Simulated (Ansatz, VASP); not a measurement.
## Ga4As3N in VASP and in Ansatz

The input INCAR:

```
SYSTEM = Ga4As3N
PREC = Accurate ; ENCUT = 600
EDIFF = 1E-6 ; ISMEAR = 0
SIGMA = 0.1 ; LREAL = .FALSE.
LASPH = .TRUE. ; NELM = 100
ALGO = Normal ; ISIF = 3
LWAVE = .FALSE. ; LCHARG = .FALSE.
GGA = PE ; IBRION = 2
NSW = 90 ; EDIFFG = -0.04
```

The input KPOINTS:

```
regular mesh
0
G
  6 6 6
  0 0 0
```

File POSCAR:

```
Ga4As3N
1.0
   -2.4985359309      2.4985359309      5.6380841536
    2.4985359309     -2.4985359309      5.6380841536
    2.4985359309      2.4985359309     -5.6380841536
Ga As N
4 3 1
Direct
    0.0000000000      0.5000000000      0.5000000000
    0.8247034741      0.8247034741      0.0000000000
    0.5000000000      0.0000000000      0.5000000000
    0.1752965259      0.1752965259      0.0000000000
    0.2500000000      0.7500000000      0.5000000000
    0.7500000000      0.2500000000      0.5000000000
    0.5000000000      0.5000000000      0.0000000000
    0.0000000000      0.0000000000      0.0000000000
```

Input for Ansatz:

```yaml
crystal:
  lattice:
    - [-2.4985359309, 2.4985359309, 5.6380841536]
    - [2.4985359309, -2.4985359309, 5.6380841536]
    - [2.4985359309, 2.4985359309, -5.6380841536]
  atoms:
    - { symbol: Ga, position: [0.0, 0.5, 0.5] }
    - { symbol: Ga, position: [0.8247034741, 0.8247034741, 0.0] }
    - { symbol: Ga, position: [0.5, 0.0, 0.5] }
    - { symbol: Ga, position: [0.1752965259, 0.1752965259, 0.0] }
    - { symbol: As, position: [0.25, 0.75, 0.5] }
    - { symbol: As, position: [0.75, 0.25, 0.5] }
    - { symbol: As, position: [0.5, 0.5, 0.0] }
    - { symbol: "N", position: [0.0, 0.0, 0.0] }
basis:
  ecutwfc: 420
kpoints:
  mp_grid: { grid: [6, 6, 6] }
hamiltonian:
  xc: pbe
scf:
  occupations: { method: gaussian, width: 0.1 }
  lower_state_search: "off"
output:
  forces: true
  stress: true
  eigenvalues: true
relax:
  adjacent_minimum: "off"
  f_tol: 0.04
  max_steps: 70
  cell: { stress_tol: 0.4 }
```

Alike in both runs: task relaxation of cell and atoms; functional PBE; k mesh 6 × 6 × 6; occupations gaussian, width 0.1 eV; no spin polarisation.

```csv
,VASP,Ansatz
version,VASP 6.6.1,Ansatz 0.2.0
potentials or method,"VASP PAW PBE potentials, release 64 (Ga_d, As, N), cutoff 600 eV","scalar-relativistic, plane waves, PAW"
valence electrons in the cell,72,102
```

```csv
,VASP,Ansatz,Ansatz less VASP
"gap on the k mesh at the Fermi level, each at its own relaxed structure (eV)",none,none,-
relaxed volume (Å³/atom),17.75,17.71,-0.044
relaxed length of the cell vector where the two differ most in proportion (Å),6.652,6.641,-0.0115
```

A gap of «none» marks a metal or a gap that the smearing closes. VASP's potentials hold 72 valence electrons a cell and Ansatz's 102, so a difference there can come from the potentials and not from the codes.
